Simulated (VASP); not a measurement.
A run of VASP 6.6.1 is set up as follows.

INCAR

```
PREC = Accurate ; ENCUT = 520
EDIFF = 1E-6 ; ISMEAR = 0
SIGMA = 0.05 ; LREAL = False
LASPH = True ; NELM = 60
ALGO = Normal ; ISIF = 2
LWAVE = False ; LCHARG = False
GGA = PS ; NBANDS = 26
```

File KPOINTS:

```
Automatic mesh
0
Gamma
  8 8 8
```

File POSCAR:

```
AlN
1.0
   -3.1135599857      0.0000000000      0.0000000000
    0.0000000000      5.3928440876      0.0000000000
    1.5567799928     -2.6964220438     -4.9833504711
Al N
4 4
Direct
    0.9992455422      0.3313751049      0.9984910843
    0.4992455422      0.8313751049      0.9984910843
    0.2492455422      0.9171159795      0.4984910843
    0.7492455422      0.4171159795      0.4984910843
    0.8082539015      0.1389912029      0.6165078030
    0.3082539015      0.6389912029      0.6165078030
    0.0582539015      0.7275166000      0.1165078030
    0.5582539015      0.2275166000      0.1165078030
```

Potentials or basis: VASP PAW PBE potentials, release 64 (Al, N).

Command:

```sh
$ cat potpaw_PBE.64/Al/POTCAR potpaw_PBE.64/N/POTCAR > POTCAR
$ mpirun -np 1 vasp_std > vasp.out
```

Estimate the pressure.

0.1 GPa.

Predict the band gap on the k mesh.

4.11 eV.

What does it give for the largest force?

0.298 eV/Å.

Forces in eV/Å, atoms in the order of the input:
```
Al   0.000  0.266  0.006
Al   0.000  0.266  0.006
Al   0.000 -0.266  0.006
Al   0.000 -0.266  0.006
N    0.000  0.298 -0.006
N    0.000  0.298 -0.006
N    0.000 -0.298 -0.006
N    0.000 -0.298 -0.006
```

Caveat: the cell differs from its parent crystal (atoms displaced along a vibrational mode); the PAW data sets were made with another functional, which shifts forces and pressure a little. A k mesh can miss the band edges.
